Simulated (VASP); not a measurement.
# CsZn4Mo (P-6m2) in VASP: notebook

The runs below take CsZn4Mo through single point, relaxation of cell and atoms, with PBE.

Everything below comes from runs of VASP 6.6.1. Logs are shortened: lines on timing, memory, paths and dates and some standing lists are left out, and cuts for length are marked.

## Step 1: The cell of the first run

Symmetry: P-6m2, No. 187, hexagonal system. Conventional cell: a = 4.459 Å, b = 4.459 Å, c = 7.939 Å, α = 90.00°, β = 90.00°, γ = 120.00°. Cs (site symmetry -6m2) has 3 Mo at 2.57 Å and 8 Zn at 2.90 to 3.30 Å within 3.4 Å. Zn (site symmetry 3m) has 4 Zn at 2.15 to 2.70 Å and 1 Cs at 2.90 Å within 2.9 Å. Zn (site symmetry 3m) has 1 Mo at 2.07 Å and 3 Zn at 2.70 Å within 2.8 Å. Mo (site symmetry -6m2) has 2 Zn at 2.07 Å and 3 Cs at 2.57 Å within 2.7 Å.

The cell was built from a structure type or drawn by symmetry, and may not be a known phase.

## Step 2: Single point, PBE

Contents of INCAR:

```
SYSTEM = CsZn4Mo
ALGO = Fast
EDIFF = 1E-7
ENCUT = 520
GGA = PE
ISIF = 2
ISMEAR = 0
LASPH = .TRUE.
LCHARG = .TRUE.
LELF = .TRUE.
LREAL = .FALSE.
LVHAR = .TRUE.
LWAVE = .FALSE.
NBANDS = 44
NELM = 80
PREC = Accurate
SIGMA = 0.1
```

Contents of KPOINTS:

```
k-points
0
G
  6 6 2
  0 0 0
```

Contents of POSCAR:

```
CsZn4Mo
1.0
    4.4588273200      0.0000000000      0.0000000000
   -2.2294136600      3.8614577300      0.0000000000
    0.0000000000      0.0000000000      7.9391594100
Cs Zn Mo
1 4 1
Direct
    0.3333333300      0.6666666700      0.5000000000
    0.3333333300      0.6666666700      0.1351072500
    0.3333333300      0.6666666700      0.8648927500
    0.0000000000      0.0000000000      0.7606892600
    0.0000000000      0.0000000000      0.2393107400
    0.0000000000      0.0000000000      0.5000000000
```

Potentials or basis: VASP PAW PBE potentials, release 64 (Cs_sv, Zn, Mo_sv).

The run is started by

```bash
$ cat potpaw_PBE.64/Cs_sv/POTCAR potpaw_PBE.64/Zn/POTCAR potpaw_PBE.64/Mo_sv/POTCAR > POTCAR
$ mpirun -np 1 vasp_std > vasp.out
```

OUTCAR:

```text
SYSTEM = CsZn4Mo
   EDIFF = 1E-7
   ENCUT = 520
   GGA = PE
   ISIF = 2
   ISMEAR = 0
   LASPH = .TRUE.
   LREAL = .FALSE.
   NELM = 80
   PREC = Accurate

 ion  position               nearest neighbor table
   1  0.333  0.667  0.500-   6 2.57   6 2.57   6 2.57   2 2.90   3 2.90
   2  0.333  0.667  0.135-   3 2.15   5 2.70   5 2.70   5 2.70   1 2.90
   3  0.333  0.667  0.865-   2 2.15   4 2.70   4 2.70   4 2.70   1 2.90
   4  0.000  0.000  0.761-   6 2.07   3 2.70   3 2.70   3 2.70
   5  0.000  0.000  0.239-   6 2.07   2 2.70   2 2.70   2 2.70
   6  0.000  0.000  0.500-   4 2.07   5 2.07   1 2.57   1 2.57   1 2.57

  LATTYP: Found a hexagonal cell.
 ALAT       =     4.4588273200
 C/A-ratio  =     1.7805487498

  Lattice vectors:

 A1 = (   4.4588273200,   0.0000000000,   0.0000000000)
 A2 = (  -2.2294136600,   3.8614577300,   0.0000000000)
 A3 = (   0.0000000000,   0.0000000000,   7.9391594100)

Analysis of symmetry for initial positions (statically):
=====================================================================
 Subroutine PRICEL returns:
 Original cell was already a primitive cell.

 Routine SETGRP: Setting up the symmetry group for a
 hexagonal supercell.

 Subroutine GETGRP returns: Found 12 space group operations
 (whereof 12 operations were pure point group operations)
 out of a pool of 24 trial point group operations.

The static configuration has the point symmetry D_3h.

Analysis of symmetry for dynamics (positions and initial velocities):
=====================================================================
 Subroutine PRICEL returns:
 Original cell was already a primitive cell.

 Routine SETGRP: Setting up the symmetry group for a
 hexagonal supercell.

 Subroutine GETGRP returns: Found 12 space group operations
 (whereof 12 operations were pure point group operations)
 out of a pool of 24 trial point group operations.

The dynamic configuration has the point symmetry D_3h.

 Subroutine INISYM returns: Found 12 space group operations
 (whereof 12 operations are pure point group operations),
 and found     1 'primitive' translations

----------------------------------------------------------------------------------------

                                     Primitive cell

  volume of cell :     136.6931

  direct lattice vectors                    reciprocal lattice vectors
     4.458827320  0.000000000  0.000000000     0.224274216  0.129484779  0.000000000
[... 86 lines left out ...]
   NSW    =      0    number of steps for IOM
   IBRION =     -1    ionic relax: 0-MD 1-quasi-New 2-CG
   NFREE  =      0    steps in history (QN), initial steepest desc. (CG)
   ISIF   =      2    stress and relaxation
   ISYM   =      2    0-nonsym 1-usesym 2-fastsym
   POTIM  = 0.5000    time-step for ionic-motion
   TEBEG  =    0.0;   TEEND  =   0.0 temperature during run
   PSTRESS=    0.0 pullay stress
   NELECT =      71.0000    total number of electrons
   NUPDOWN=      -1.0000    fix difference up-down
   EMIN   =  10.00;   EMAX   =-10.00  energy-range for DOS
   EFERMI =   0.00;   METHOD = LEGACY
   ISMEAR =     0;   SIGMA  =   0.10  broadening in eV -4-tet -1-fermi 0-gaus
   EFERMI_NEDOS =   21; number of points for ismear=-14 and -15
   IALGO  =     68    algorithm
   IMIX   =      4    mixing-type and parameters
     AMIX     =   0.40;   BMIX     =  1.00
     AMIX_MAG =   1.60;   BMIX_MAG =  1.00
  volume/ion in A,a.u.               =      22.78       153.74
  Fermi-wavevector in a.u.,A,eV,Ry     =   1.315968  2.486820 23.562200  1.731773
  Thomas-Fermi vector in A             =   2.446114
   LORBIT       =      0    0 simple, 1 ext, 2 COOP (PROOUT), +10 PAW based schemes
   GGA     = PE    functional components
   LHFCALC =     F    Hartree Fock is set to
   AEXX    =    0.0000 exact exchange contribution
   IVDW    =     0    specifies the selected vdW correction
   LEPSILON=     F    determine dielectric tensor
   LRPA    =     F    only Hartree local field effects (RPA)
 non-spin polarized calculation
 RMM-DIIS sequential band-by-band and
 Gauss-broadening in eV      SIGMA  =   0.10
  energy-cutoff  :      520.00
  volume of cell :      136.69
 maximum number of plane-waves:      3708
 NGX is ok and might be reduce to    36
   NGX = 17   NGY = 17   NGZ = 29

 number of electron      70.9999959 magnetization

 Free energy of the ion-electron system (eV)
  ---------------------------------------------------
  ext. energy  EPLUGINS =         0.00000000
  ---------------------------------------------------
  free energy    TOTEN  =        -4.74989491 eV

  energy without entropy =       -4.73733306  energy(sigma->0) =       -4.74361398

 E-fermi :   2.8456     XC(G=0):  -9.8273

 val. band max:        2.8361818556   @ k =   0.3333   0.3333   0.5000
 cond. band min:       2.9299492332   @ k =   0.3333   0.3333   0.5000
 fundamental gap:      0.0937673776
 Fermi energy:         2.8455569839

 k-point     1 :       0.0000    0.0000    0.0000
  band No.  band energies     occupation
      1     -57.2653      2.00000
      2     -31.9196      2.00000
      3     -31.5505      2.00000
      4     -31.5505      2.00000
      5     -19.9648      2.00000
      6      -7.4138      2.00000
[... 647 lines left out ...]
     43       8.0755      0.00000
     44       8.4892      0.00000

------------------------ aborting loop because EDIFF is reached ----------------------------------------

  FORCE on cell =-STRESS in cart. coord.  units (eV):
  Direction    XX          YY          ZZ          XY          YZ          ZX
  --------------------------------------------------------------------------------------
  -------------------------------------------------------------------------------------
  Total        6.1396828      6.1396828     41.5847922      0.0000000      0.0000000      0.0000000
  in kB       71.9631319     71.9631319    487.4147387      0.0000000      0.0000000      0.0000000
  external PRESSURE =     210.4470008 kB  Pullay stress =       0.0000000 kB

 VOLUME and BASIS-vectors are now :
 -----------------------------------------------------------------------------
  energy-cutoff  :      520.00
  volume of cell :      136.69
      direct lattice vectors                 reciprocal lattice vectors
     4.458827320  0.000000000  0.000000000     0.224274216  0.129484779  0.000000000
    -2.229413660  3.861457730  0.000000000     0.000000000  0.258969558  0.000000000
     0.000000000  0.000000000  7.939159410     0.000000000  0.000000000  0.125957919

 POSITION                                       TOTAL-FORCE (eV/Angst)
 -----------------------------------------------------------------------------------
     -0.00000      2.57431      3.96958         0.000000      0.000000      0.000000
     -0.00000      2.57431      1.07264        -0.000000      0.000000      1.811536
     -0.00000      2.57431      6.86652         0.000000      0.000000     -1.811536
      0.00000      0.00000      6.03923        -0.000000     -0.000000      7.788962
      0.00000      0.00000      1.89993        -0.000000     -0.000000     -7.788962
      0.00000      0.00000      3.96958        -0.000000      0.000000      0.000000
 -----------------------------------------------------------------------------------
    total drift:                                0.000019     -0.000011     -0.000000

  FREE ENERGIE OF THE ION-ELECTRON SYSTEM (eV)
  ---------------------------------------------------
  free  energy   TOTEN  =        -4.7498949083 eV

  energy  without entropy=       -4.7373330576  energy(sigma->0) =       -4.74361398
```

stdout:

```text
POSCAR found type information on POSCAR CsZnMo
 POSCAR found :  3 types and       6 ions
 scaLAPACK will be used
 LDA part: xc-table for (Slater+PW92), standard interpolation
 POSCAR, INCAR and KPOINTS ok, starting setup
 FFT: planning ... GRIDC
 FFT: planning ... GRID_SOFT
 FFT: planning ... GRID
 WAVECAR not read
 entering main loop
```

It took 65 s on 1 thread of AMD EPYC 9R45 (Zen 5), shared host; peak memory 0.28 GiB.

Results:

* Free energy: -4.7499 eV
* Pressure: 21.0 GPa
* Largest force: 7.789 eV/Å
* Band gap on the k mesh: zero (an odd number of electrons rules out a gap without spin polarisation)

Forces in eV/Å, atoms in the order of the input:
```
Cs   0.000  0.000  0.000
Zn   0.000  0.000  1.812
Zn   0.000  0.000 -1.812
Zn   0.000  0.000  7.789
Zn   0.000  0.000 -7.789
Mo   0.000  0.000  0.000
```

Levels at points of the mesh, in eV from the Fermi level:
| k point | band 32 | band 33 | band 34 | band 35 | band 36 | band 37 | band 38 | band 39 |
| --- | --- | --- | --- | --- | --- | --- | --- | --- |
| (0.00, 0.00, 0.00) | -1.20 | -1.20 | -0.48 | 1.16 | 1.16 | 2.39 | 2.57 | 2.57 |
| (0.50, 0.00, 0.00) | -1.74 | -1.67 | -1.50 | -0.98 | -0.56 | 0.55 | 0.90 | 1.25 |
| (0.00, 0.00, 0.50) | -1.28 | -0.48 | -0.19 | -0.17 | 1.28 | 1.28 | 2.78 | 2.78 |
| (0.50, 0.00, 0.50) | -2.46 | -1.88 | -1.36 | -0.53 | -0.38 | 1.18 | 1.33 | 1.95 |

Caveat: the k points lie up to 0.40 Å⁻¹ apart, too coarse for converged energies and pressures of a metal; spin-orbit coupling is left out, which moves the levels of the heavy elements; forces of over 1 eV/Å act on the atoms, so gaps and moduli don't describe the material at rest.

## Step 3: Single point, PBE

This run uses another cell than the first one, of 26.78 Å³/atom.

Contents of INCAR:

```
ALGO     = Fast           # electronic algorithm
EDIFF    = 1E-7           # SCF threshold, eV
ENCUT    = 520            # plane-wave cutoff, eV
GGA      = PE             # functional
ISIF     = 2              # what is computed and relaxed
ISMEAR   = 0              # smearing method
LASPH    = T              # aspherical terms in the spheres
LCHARG   = F              # write CHGCAR
LREAL    = F              # projectors in reciprocal space
LWAVE    = F              # write WAVECAR
NBANDS   = 44             # bands
NELM     = 100            # most SCF steps
PREC     = Accurate       # precision mode
SIGMA    = 0.1            # smearing width, eV
```

Contents of KPOINTS:

```
k-points
0
Gamma
  6 6 2
```

Contents of POSCAR:

```
CsZn4Mo
1.0
    4.6247803600      0.0000000000      0.0000000000
   -2.3123901800      4.0051772787      0.0000000000
    0.0000000000      0.0000000000      8.6738965742
Cs Zn Mo
1 4 1
Direct
    0.3333333333      0.6666666667      0.5000000000
    0.3333333333      0.6666666667      0.1413708260
    0.3333333333      0.6666666667      0.8586291740
    0.0000000000      0.0000000000      0.8043365656
    0.0000000000      0.0000000000      0.1956634344
    0.0000000000      0.0000000000      0.5000000000
```

Potentials or basis: VASP PAW PBE potentials, release 64 (Cs_sv, Zn, Mo_sv).

The run is started by

```bash
$ cat potpaw_PBE.64/Cs_sv/POTCAR potpaw_PBE.64/Zn/POTCAR potpaw_PBE.64/Mo_sv/POTCAR > POTCAR
$ mpirun -np 1 vasp_std > vasp.out
```

It took 85 s on 1 thread of AMD EPYC 9R45 (Zen 5), shared host; peak memory 0.31 GiB.

The run converged. Its results:

```
Free energy            : -8.4219 eV
Pressure               : 0.7 GPa
Largest force          : 0.026 eV/Å
Band gap on the k mesh : zero (an odd number of electrons rules out a gap without spin polarisation)
```

Forces in eV/Å, atoms in the order of the input:
```
Cs   0.000  0.000  0.000
Zn   0.000  0.000  0.026
Zn   0.000  0.000 -0.026
Zn   0.000  0.000  0.024
Zn   0.000  0.000 -0.024
Mo   0.000  0.000  0.000
```

Stress tensor (GPa, compression positive):
```
1.01 0.00 0.00
0.00 1.01 0.00
0.00 0.00 0.00
```

Levels at points of the mesh, in eV from the Fermi level:
| k point | band 32 | band 33 | band 34 | band 35 | band 36 | band 37 | band 38 | band 39 |
| --- | --- | --- | --- | --- | --- | --- | --- | --- |
| (0.00, 0.00, 0.00) | -0.63 | -0.63 | -0.51 | 1.15 | 1.15 | 1.92 | 2.18 | 2.18 |
| (0.50, 0.00, 0.00) | -1.70 | -1.40 | -1.02 | -0.92 | -0.41 | 0.21 | 0.74 | 1.23 |
| (0.00, 0.00, 0.50) | -0.68 | -0.52 | -0.46 | -0.09 | 1.19 | 1.19 | 2.41 | 2.41 |
| (0.50, 0.00, 0.50) | -2.25 | -1.24 | -1.16 | -0.39 | -0.23 | 0.83 | 0.88 | 1.33 |

Caveat: the k points lie up to 0.36 Å⁻¹ apart, too coarse for converged energies and pressures of a metal; spin-orbit coupling is left out, which moves the levels of the heavy elements.

[end of part 1 of 3]
